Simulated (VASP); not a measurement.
# AlB2P3 (P1) in VASP: relaxation of cell and atoms with PBE

Aim: the relaxation of cell and atoms of AlB2P3 with PBE.

All numbers are computed with VASP 6.6.1; they aren't measurements. Logs are shortened: lines on timing, memory, paths and dates and some standing lists are left out, and cuts for length are marked.

## 1. The cell of the first run

The typed cell holds 12 atoms: a = 5.749 Å, b = 6.015 Å, c = 5.794 Å, α = 120.23°, β = 90.55°, γ = 89.81°.

## 2. Relaxation of cell and atoms, PBE

INCAR reads:

```
SYSTEM = AlB2P3
ALGO     = Normal         ! electronic algorithm
EDIFF    = 1E-6           ! SCF threshold, eV
EDIFFG   = -0.025         ! ionic threshold
ENCUT    = 600            ! plane-wave cutoff, eV
GGA      = PE             ! functional
IBRION   = 2              ! ionic algorithm
ISIF     = 3              ! what is computed and relaxed
ISMEAR   = 0              ! smearing method
LASPH    = .True.         ! aspherical terms in the spheres
LCHARG   = .False.        ! write CHGCAR
LREAL    = .False.        ! projectors in reciprocal space
LWAVE    = .False.        ! write WAVECAR
NELM     = 100            ! most SCF steps
NSW      = 80             ! ionic steps
PREC     = Accurate       ! precision mode
SIGMA    = 0.1            ! smearing width, eV
```

KPOINTS reads:

```
k-points
0
Gamma
  2 3 3
  0 0 0
```

POSCAR reads:

```
AlB2P3
1.0
    0.0098185056     -0.0258270694      5.7490471588
    6.0148368458      0.0532827149      0.0101956753
   -2.9612742382      4.9796131797     -0.0283239417
Al B P
2 4 6
Direct
    0.0056491491      0.6586065677      0.3360155896
   -0.0141174644      0.3465013710      0.6726797947
    0.9799491216      0.9941062082     -0.0146074494
    0.5068791117      0.3004058213     -0.0199387141
    0.4885095334      0.0038361194      0.3535258781
    0.5476491407      0.6788880342      0.6726368407
    0.3753054018      1.0211405980      1.0067488330
    0.4117896018      0.6515070839      0.3339939786
    0.4187971085      0.3455747746      0.6643415931
    0.8267624669      0.3097203513      0.0401740016
    0.8586192503      1.0027583485      0.2600196399
    0.8442076386      0.6869547219      0.6944100144
```

Potentials or basis: VASP PAW PBE potentials, release 64 (Al, B, P).

Command:

```
$ cat potpaw_PBE.64/Al/POTCAR potpaw_PBE.64/B/POTCAR potpaw_PBE.64/P/POTCAR > POTCAR
$ mpirun -np 1 vasp_std > vasp.out
```

OUTCAR:

```text
SYSTEM = AlB2P3
   EDIFF = 1E-6
   EDIFFG = -0.025
   ENCUT = 600
   GGA = PE
   IBRION = 2
   ISIF = 3
   ISMEAR = 0
   LASPH = .True.
   LREAL = .False.
   NELM = 100
   NSW = 80
   PREC = Accurate

 ion  position               nearest neighbor table
   1  0.006  0.659  0.336-  10 2.18  12 2.21   8 2.34  11 2.47   2 3.32   2 3.32
   2  0.986  0.347  0.673-  12 2.15  11 2.35  10 2.44   9 2.49   1 3.32   1 3.32
   3  0.980  0.994  0.985-  11 1.72  12 1.93  10 1.97   7 2.28
   4  0.507  0.300  0.980-  10 1.86   7 1.92   9 2.04   8 2.15
   5  0.489  0.004  0.354-   9 1.98   8 2.11   7 2.16  11 2.20
   6  0.548  0.679  0.673-  12 1.71   8 2.03   9 2.12   7 2.23
   7  0.375  0.021  0.007-   4 1.92   5 2.16   6 2.23   3 2.28
   8  0.412  0.652  0.334-   6 2.03   5 2.11   4 2.15   1 2.34
   9  0.419  0.346  0.664-   5 1.98   4 2.04   6 2.12   2 2.49
  10  0.827  0.310  0.040-   4 1.86   3 1.97   1 2.18   2 2.44  11 2.73
  11  0.859  0.003  0.260-   3 1.72   5 2.20   2 2.35   1 2.47  10 2.73  12 2.84
  12  0.844  0.687  0.694-   6 1.71   3 1.93   2 2.15   1 2.21  11 2.84

  LATTYP: Found a triclinic cell.
 ALAT       =     5.7936598777
 B/A-ratio  =     1.0160791482
 C/A-ratio  =     0.9923111948
 COS(alpha) =     0.0060342723
 COS(beta)  =     0.0096227888
 COS(gamma) =     0.4697076972

  Lattice vectors:

 A1 = (  -2.9612742382,   4.9796131797,  -0.0283239417)
 A2 = (   3.0535626076,   5.0328958946,  -0.0181282664)
 A3 = (  -0.0098185056,   0.0258270694,  -5.7490471588)

Analysis of symmetry for initial positions (statically):
=====================================================================
 Subroutine PRICEL returns:
 Original cell was already a primitive cell.

 Routine SETGRP: Setting up the symmetry group for a
 triclinic supercell.

 Subroutine GETGRP returns: Found  1 space group operations
 (whereof  1 operations were pure point group operations)
 out of a pool of  2 trial point group operations.

The static configuration has the point symmetry C_1 .

Analysis of symmetry for dynamics (positions and initial velocities):
=====================================================================
 Subroutine PRICEL returns:
 Original cell was already a primitive cell.

 Routine SETGRP: Setting up the symmetry group for a
 triclinic supercell.

 Subroutine GETGRP returns: Found  1 space group operations
 (whereof  1 operations were pure point group operations)
 out of a pool of  2 trial point group operations.

The dynamic configuration has the point symmetry C_1 .

 Subroutine INISYM returns: Found  1 space group operations
 (whereof  1 operations are pure point group operations),
 and found     1 'primitive' translations

----------------------------------------------------------------------------------------

                                     Primitive cell

  volume of cell :     173.0959

  direct lattice vectors                    reciprocal lattice vectors
     0.009818506 -0.025827069  5.749047159    -0.000302027  0.000809792  0.173946021
     6.014836846  0.053282715  0.010195675     0.165384028  0.098351410  0.000159384
    -2.961274238  4.979613180 -0.028323942    -0.001771204  0.199770634  0.000900476

  length of vectors
     5.749113556  6.015081486  5.793659878     0.173948169  0.192418559  0.199780516

  position of ions in fractional coordinates (direct lattice)
     0.005649149  0.658606568  0.336015590
     0.985882536  0.346501371  0.672679795
     0.979949122  0.994106208  0.985392551
     0.506879112  0.300405821  0.980061286
     0.488509533  0.003836119  0.353525878
     0.547649141  0.678888034  0.672636841
     0.375305402  0.021140598  0.006748833
     0.411789602  0.651507084  0.333993979
     0.418797109  0.345574775  0.664341593
     0.826762467  0.309720351  0.040174002
     0.858619250  0.002758349  0.260019640
     0.844207639  0.686954722  0.694410014

  ion indices of the primitive-cell ions
   primitive index   ion index
                 1           1
                 2           2
                 3           3
                 4           4
                 5           5
                 6           6
                 7           7
                 8           8
                 9           9
                10          10
                11          11
                12          12

----------------------------------------------------------------------------------------

 KPOINTS: k-points

Automatic generation of k-mesh.
 Grid dimensions read from file:
 generate k-points for:    2    3    3

 Generating k-lattice:

  Cartesian coordinates                     Fractional coordinates (reciprocal lattice)
    -0.000151014  0.000404896  0.086973011     0.500000000  0.000000000  0.000000000
     0.055128009  0.032783803  0.000053128     0.000000000  0.333333333  0.000000000
    -0.000590401  0.066590211  0.000300159     0.000000000 -0.000000000  0.333333333

  Length of vectors
     0.086974084  0.064139520  0.066593505

  Shift w.r.t. Gamma in fractional coordinates (k-lattice)
     0.000000000  0.000000000  0.000000000

 Subroutine IBZKPT returns following result:
 ===========================================

 Found     10 irreducible k-points:

 Following reciprocal coordinates:
            Coordinates               Weight
  0.000000  0.000000  0.000000      1.000000
  0.500000  0.000000  0.000000      1.000000
 -0.000000  0.333333  0.000000      2.000000
  0.500000  0.333333  0.000000      2.000000
  0.000000 -0.000000  0.333333      2.000000
  0.500000 -0.000000  0.333333      2.000000
  0.000000  0.333333  0.333333      2.000000
  0.500000  0.333333  0.333333      2.000000
  0.000000 -0.333333  0.333333      2.000000
  0.500000 -0.333333  0.333333      2.000000
   k-points           NKPTS =     10   k-points in BZ     NKDIM =     10   number of bands    NBANDS=     31
   number of dos      NEDOS =    301   number of ions     NIONS =     12
   total plane-waves  NPLWV = 110592
   dimension x,y,z NGX =    48 NGY =   48 NGZ =   48
   dimension x,y,z NGXF=    96 NGYF=   96 NGZF=   96
   ions per type =               2   4   6
   NGX,Y,Z   is equivalent  to a cutoff of  13.88, 13.27, 13.77 a.u.
   NGXF,Y,Z  is equivalent  to a cutoff of  27.76, 26.53, 27.55 a.u.
 SYSTEM =  AlB2P3
   PREC   = accura    normal or accurate (medium, high low for compatibility)
   ISTART =      0    job   : 0-new  1-cont  2-samecut
   ICHARG =      2    charge: 1-file 2-atom 10-const
   ISPIN  =      1    spin polarized calculation?
   LNONCOLLINEAR =      F non collinear calculations
   LSORBIT =      F    spin-orbit coupling
   LASPH  =      T    aspherical Exc in radial PAW
   ENCUT  =  600.0 eV  44.10 Ry    6.64 a.u.  11.48 12.01 11.57*2*pi/ulx,y,z
   NELM   =    100;   NELMIN=  2; NELMDL= -5     # of ELM steps
   EDIFF  = 0.1E-05   stopping-criterion for ELM
   LREAL  =      F    real-space projection
   EDIFFG = -.3E-01   stopping-criterion for IOM
   NSW    =     80    number of steps for IOM
   IBRION =      2    ionic relax: 0-MD 1-quasi-New 2-CG
   NFREE  =      1    steps in history (QN), initial steepest desc. (CG)
   ISIF   =      3    stress and relaxation
   ISYM   =      2    0-nonsym 1-usesym 2-fastsym
   POTIM  = 0.5000    time-step for ionic-motion
   TEBEG  =    0.0;   TEEND  =   0.0 temperature during run
   PSTRESS=    0.0 pullay stress
   NELECT =      48.0000    total number of electrons
   NUPDOWN=      -1.0000    fix difference up-down
   EMIN   =  10.00;   EMAX   =-10.00  energy-range for DOS
   EFERMI =   0.00;   METHOD = LEGACY
   ISMEAR =     0;   SIGMA  =   0.10  broadening in eV -4-tet -1-fermi 0-gaus
   EFERMI_NEDOS =   21; number of points for ismear=-14 and -15
   IALGO  =     38    algorithm
   IMIX   =      4    mixing-type and parameters
     AMIX     =   0.40;   BMIX     =  1.00
     AMIX_MAG =   1.60;   BMIX_MAG =  1.00
  volume/ion in A,a.u.               =      14.42        97.34
  Fermi-wavevector in a.u.,A,eV,Ry     =   1.067562  2.017399 15.506395  1.139688
  Thomas-Fermi vector in A             =   2.203182
   LORBIT       =      0    0 simple, 1 ext, 2 COOP (PROOUT), +10 PAW based schemes
   GGA     = PE    functional components
   LHFCALC =     F    Hartree Fock is set to
   AEXX    =    0.0000 exact exchange contribution
   IVDW    =     0    specifies the selected vdW correction
   LEPSILON=     F    determine dielectric tensor
   LRPA    =     F    only Hartree local field effects (RPA)
 conjugate gradient relaxation of ions
 non-spin polarized calculation
 Gauss-broadening in eV      SIGMA  =   0.10
  energy-cutoff  :      600.00
  volume of cell :      173.10
 maximum number of plane-waves:      5792
 NGX is ok and might be reduce to    48
   NGX = 23   NGY = 25   NGZ = 23

--------------------------------------- Ionic step        1  -------------------------------------------

 number of electron      48.0000001 magnetization

 Free energy of the ion-electron system (eV)
  ---------------------------------------------------
  ext. energy  EPLUGINS =         0.00000000
  ---------------------------------------------------
  free energy    TOTEN  =       -66.42710436 eV

  energy without entropy =      -66.42702341  energy(sigma->0) =      -66.42706389

------------------------ aborting loop because EDIFF is reached ----------------------------------------

  FORCE on cell =-STRESS in cart. coord.  units (eV):
  Direction    XX          YY          ZZ          XY          YZ          ZX
  --------------------------------------------------------------------------------------
  -------------------------------------------------------------------------------------
  Total        1.3260995     10.1291795      9.8667540     -2.4183102      0.6584849      0.9949611
  in kB       12.2743889     93.7557766     91.3267631    -22.3839008      6.0949418      9.2093691
  external PRESSURE =      65.7856428 kB  Pullay stress =       0.0000000 kB
[... 33 lines left out ...]
--------------------------------------- Ionic step        2  -------------------------------------------

 number of electron      48.0000000 magnetization

 E-fermi :   6.7060     XC(G=0):  -9.8855

 val. band max:        6.4639844390   @ k =   0.0000   0.0000   0.0000
 cond. band min:       6.9510867718   @ k =   0.0000   0.0000   0.0000
 fundamental gap:      0.4871023328
 Fermi energy:         6.7059941044

 k-point     1 :       0.0000    0.0000    0.0000
  band No.  band energies     occupation
      1      -8.0047      2.00000
      2      -5.9993      2.00000
      3      -4.8485      2.00000
      4      -4.7591      2.00000
      5      -4.7034      2.00000
      6      -4.5175      2.00000
[... 414 lines left out ...]
  FREE ENERGIE OF THE ION-ELECTRON SYSTEM (eV)
  ---------------------------------------------------
  free  energy   TOTEN  =       -68.7216908972 eV

  energy  without entropy=      -68.7216907482  energy(sigma->0) =      -68.72169082

[... ionic steps 4 to 13 ...]

--------------------------------------- Ionic step       14  -------------------------------------------

 number of electron      48.0000001 magnetization

------------------------ aborting loop because EDIFF is reached ----------------------------------------
[... 87 lines left out ...]
--------------------------------------- Ionic step       16  -------------------------------------------

 number of electron      48.0000001 magnetization

 Free energy of the ion-electron system (eV)
  ---------------------------------------------------
  ext. energy  EPLUGINS =         0.00000000
  ---------------------------------------------------
  free energy    TOTEN  =       -69.51864443 eV

  energy without entropy =      -69.51864443  energy(sigma->0) =      -69.51864443

 E-fermi :   7.2078     XC(G=0): -10.1744

 val. band max:        6.7217851532   @ k =   0.0000   0.0000   0.0000
 cond. band min:       7.7776809563   @ k =   0.0000   0.3333   0.3333
 fundamental gap:      1.0558958031
 Fermi energy:         7.2078206761

 k-point     1 :       0.0000    0.0000    0.0000
  band No.  band energies     occupation
      1      -7.7666      2.00000
      2      -5.2761      2.00000
      3      -4.3319      2.00000
      4      -4.2684      2.00000
      5      -4.2672      2.00000
      6      -4.0841      2.00000
[... 368 lines left out ...]
  FREE ENERGIE OF THE ION-ELECTRON SYSTEM (eV)
  ---------------------------------------------------
  free  energy   TOTEN  =       -69.5186444330 eV

  energy  without entropy=      -69.5186444330  energy(sigma->0) =      -69.51864443

 reached required accuracy - stopping structural energy minimisation
```

Wall time 26 min (1 thread of AMD EPYC 7R13, shared host); peak memory 0.32 GiB.

What came out:

```
Free energy                            : -69.5186 eV
Relaxed volume                         : 14.61 Å³/atom
Relaxed cell                           : a = 5.726 Å, b = 5.948 Å, c = 5.946 Å, α = 120.01°, β = 90.01°, γ = 90.00°
Space group after relaxing (to 0.05 Å) : P31m (No. 157)
Energy gained by relaxing              : 257.6 meV/atom
Ionic steps                            : 16
Pressure after relaxing                : 0.0 GPa
Largest force after relaxing           : 0.016 eV/Å
Band gap on the k mesh                 : 1.06 eV, indirect (least direct gap 1.10 eV)
```

Forces in eV/Å, atoms in the order of the input:
```
Al  -0.002 -0.004 -0.012
Al   0.011  0.001 -0.003
B    0.005  0.003  0.001
B    0.002 -0.006 -0.007
B   -0.002  0.004  0.014
B    0.003 -0.006  0.003
P    0.007  0.007 -0.004
P   -0.008 -0.001  0.007
P    0.000  0.001  0.001
P    0.009 -0.001  0.004
P   -0.008  0.001 -0.005
P   -0.015  0.000  0.003
```

Step by step:
```tsv
step	energy change (eV)	largest force (eV/Å)	pressure (GPa)	volume (Å³)
1	0.0000	7.1101	6.58	173.10
2	-1.5451	3.6223	-5.71	188.27
3	-2.2946	2.4377	-3.21	181.38
4	-2.8987	1.4028	-0.25	175.96
5	-2.8987	1.4021	-0.23	175.93
6	-3.0442	0.5944	0.65	174.47
7	-3.0445	0.6412	0.70	174.41
8	-3.0771	0.2362	-0.18	175.56
9	-3.0772	0.2436	-0.19	175.59
10	-3.0861	0.1564	-0.05	175.43
11	-3.0864	0.1611	-0.02	175.39
12	-3.0899	0.0862	0.06	175.29
13	-3.0902	0.0869	0.10	175.25
14	-3.0913	0.0423	-0.05	175.44
15	-3.0913	0.0401	-0.04	175.43
16	-3.0915	0.0157	-0.01	175.37
```

Final structure:
```cif
data_structure
_symmetry_space_group_name_H-M 'P 1'
_symmetry_Int_Tables_number 1
_cell_length_a 5.7260
_cell_length_b 5.9479
_cell_length_c 5.9462
_cell_angle_alpha 120.005
_cell_angle_beta 90.011
_cell_angle_gamma 90.000
_cell_volume 175.37
loop_
_atom_site_label
_atom_site_type_symbol
_atom_site_fract_x
_atom_site_fract_y
_atom_site_fract_z
_atom_site_occupancy
Al1 Al 0.00445 0.66682 0.33333 1
Al2 Al 0.00425 0.33334 0.66679 1
B1 B 0.99411 0.99989 0.99994 1
B2 B 0.50293 0.32288 0.00010 1
B3 B 0.50263 0.00001 0.32281 1
B4 B 0.50277 0.67708 0.67715 1
P1 P 0.36084 0.99986 0.99988 1
P2 P 0.41076 0.66676 0.33333 1
P3 P 0.41073 0.33331 0.66666 1
P4 P 0.85222 0.29551 0.00014 1
P5 P 0.85216 0.00007 0.29556 1
P6 P 0.85215 0.70448 0.70432 1
```

Levels at points of the mesh, in eV from the valence-band top:
| k point | band 22 | band 23 | band 24 | band 25 | band 26 | band 27 |
| --- | --- | --- | --- | --- | --- | --- |
| (0.00, 0.00, 0.00) | -0.72 | 0.00 | 0.00 | 1.10 | 1.10 | 1.78 |
| (0.50, 0.00, 0.00) | -1.47 | -0.52 | -0.51 | 1.88 | 2.12 | 2.44 |

Caveat: the k points lie up to 0.55 Å⁻¹ apart in the final cell. PBE gaps usually lie below the measured ones, often by a third to a half.
